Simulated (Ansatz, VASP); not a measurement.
**AgI2: VASP beside Ansatz**

INCAR

```
SYSTEM = AgI2
ALGO     = Normal         ! electronic algorithm
EDIFF    = 1E-7           ! SCF threshold, eV
ENCUT    = 520            ! plane-wave cutoff, eV
GGA      = PS             ! functional
ISIF     = 2              ! what is computed and relaxed
ISMEAR   = 0              ! smearing method
LASPH    = .True.         ! aspherical terms in the spheres
LCHARG   = .False.        ! write CHGCAR
LREAL    = .False.        ! projectors in reciprocal space
LWAVE    = .False.        ! write WAVECAR
NBANDS   = 20             ! bands
NELM     = 80             ! most SCF steps
PREC     = Accurate       ! precision mode
SIGMA    = 0.15           ! smearing width, eV
```

Contents of KPOINTS:

```
k-points
0
Gamma
  14 14 10
  0 0 0
```

Contents of POSCAR:

```
AgI2
1.0
    4.2888588236      0.0000000000      0.0000000000
    0.0000000000      4.2888588236      0.0000000000
    0.0000000000      0.0000000000      5.5483905468
Ag I
1 2
Direct
    0.0000000000      0.0000000000      0.5000000000
    0.5000000000      0.0000000000      0.7910272650
    0.0000000000      0.5000000000      0.2089727350
```

Input for Ansatz:

```yaml
crystal:
  lattice:
    - [4.2888588236, 0.0, 0.0]
    - [0.0, 4.2888588236, 0.0]
    - [0.0, 0.0, 5.5483905468]
  atoms:
    - { symbol: Ag, position: [0.0, 0.0, 0.5] }
    - { symbol: I, position: [0.5, 0.0, 0.791027265] }
    - { symbol: I, position: [0.0, 0.5, 0.208972735] }
basis:
  ecutwfc: 420
kpoints:
  mp_grid: { grid: [14, 14, 10] }
hamiltonian:
  xc: pbesol
scf:
  occupations: { method: gaussian, width: 0.15 }
output:
  forces: true
  stress: true
  eigenvalues: true
```

Alike in both runs: task single point; functional PBEsol; k mesh 14 × 14 × 10; occupations gaussian, width 0.15 eV; no spin polarisation.

|  | VASP | Ansatz |
| --- | --- | --- |
| version | VASP 6.6.1 | Ansatz 0.2.0 |
| potentials or method | VASP PAW PBE potentials, release 64 (Ag, I), cutoff 520 eV | scalar-relativistic, plane waves, PAW |
| valence electrons in the cell | 25 | 53 |

Ansatz gave:

```
gap on the k mesh at the Fermi level (eV)                     : none
pressure (GPa)                                                : 1.0
traceless stress, the component that is largest in VASP (GPa) : 0.81
rms of the force components (eV/Å)                            : 0.093
```

Which values does VASP return?

gap on the k mesh at the Fermi level (eV): none; pressure (GPa): 0.9; traceless stress, the component that is largest in VASP (GPa): 0.80; rms of the force components (eV/Å): 0.089.

VASP's potentials were made for PBE, not for PBEsol. Atom by atom the forces differ by 0.004 eV/Å (rms over components). A gap of «none» marks a metal or a gap that the smearing closes. VASP's potentials hold 25 valence electrons a cell and Ansatz's 53, so a difference there can come from the potentials and not from the codes.

Spin-orbit coupling is off throughout.
